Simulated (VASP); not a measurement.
**MgS: single point with PBE**

The system is MgS.

```xyz
2
Lattice="0.0000 2.7317 2.6667 2.7317 0.0000 2.6667 2.7317 2.7317 0.0000" Properties=species:S:1:pos:R:3 pbc="T T T"
Mg    0.0000    0.0000    0.0000
S     2.7317    2.7317    2.6667
```

This cell differs from its parent crystal: strain +0.050 along x and y, +0.025 along z.

* Program: VASP 6.6.1
* Task: single point
* Functional: PBE
* Potentials or basis: VASP PAW PBE potentials, release 64 (Mg, S)
* Cutoff: 520 eV
* k mesh: 8 × 8 × 8
* Occupations: gaussian, width 0.05 eV
* Spin: no spin polarisation
* Dipole correction: no
* Further INCAR settings: ALGO = Normal; EDIFF = 1e-06; NBANDS = 11

* Pressure: -6.5 GPa
* Band gap on the k mesh: 2.41 eV, indirect (least direct gap 2.78 eV)

Stress tensor (GPa, compression positive):
```
-6.93  0.00  0.00
 0.00 -6.93  0.00
 0.00  0.00 -5.76
```

Levels at points of the mesh, in eV from the valence-band top:
```csv
k point,band 2,band 3,band 4,band 5,band 6,band 7
"(0.00, 0.00, 0.00)",-0.11,0.00,0.00,2.78,7.89,7.89
"(0.50, 0.00, 0.00)",-4.26,-0.52,-0.48,4.32,6.59,6.83
"(0.50, 0.50, 0.00)",-3.62,-1.52,-1.52,2.41,4.63,10.98
"(0.50, 0.00, 0.50)",-3.63,-1.53,-1.34,2.50,4.71,10.72
```

Run time: 11 s on 1 thread of Intel(R) Xeon(R) 6975P-C (Granite Rapids) (shared host), peak memory 0.17 GiB.

Caveat: the cell differs from its parent crystal (strain +0.050 along x and y, +0.025 along z). A k mesh can miss the band edges.
